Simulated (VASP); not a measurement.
Here is a VASP 6.6.1 calculation.

POSCAR

```
AlN
1.0
    0.0000000000      2.2073090238      2.2073090238
    2.2073090238      0.0000000000      2.2073090238
    2.2073090238      2.2073090238      0.0000000000
Al N
1 1
Direct
    0.0000000000      0.0000000000      0.0000000000
    0.2500000000      0.2500000000      0.2500000000
```

INCAR.step1

```
SYSTEM = AlN
PREC = Accurate
ENCUT = 520
EDIFF = 1E-5
ISMEAR = -1
SIGMA = 0.05
LREAL = .False.
LASPH = .True.
NELM = 80
ALGO = Normal
ISIF = 2
LWAVE = .True.
NBANDS = 11
GGA = PE
```

The input INCAR.step2:

```
SYSTEM = AlN
PREC = Accurate
ENCUT = 520
EDIFF = 1E-7
ISMEAR = -1
SIGMA = 0.05
LREAL = .False.
LASPH = .True.
NELM = 80
ALGO = Normal
ISIF = 2
LWAVE = .False.
LCHARG = .True.
GGA = PE
LHFCALC = .True.
HFSCREEN = 0.2079
PRECFOCK = Normal
LELF = .True.
LVHAR = .True.
NBANDS = 11
ISTART = 1
```

KPOINTS

```
regular mesh
0
Gamma
  4 4 4
  0 0 0
```

Potentials or basis: VASP PAW PBE potentials, release 64 (Al, N).

Launch:

```console
$ cat potpaw_PBE.64/Al/POTCAR potpaw_PBE.64/N/POTCAR > POTCAR
$ cp INCAR.step1 INCAR
$ mpirun -np 1 vasp_std > vasp.out
$ cp INCAR.step2 INCAR
$ mpirun -np 1 vasp_std > vasp.out
```

(1) What does it give for the band gap on the k mesh?

(2) Estimate the pressure.

Answers

(1) 4.52 eV, indirect (least direct gap 5.26 eV).

(2) -6.9 GPa.

Caveat: the k points lie up to 0.62 Å⁻¹ apart; the PAW data sets were made with another functional, which shifts forces and pressure a little.
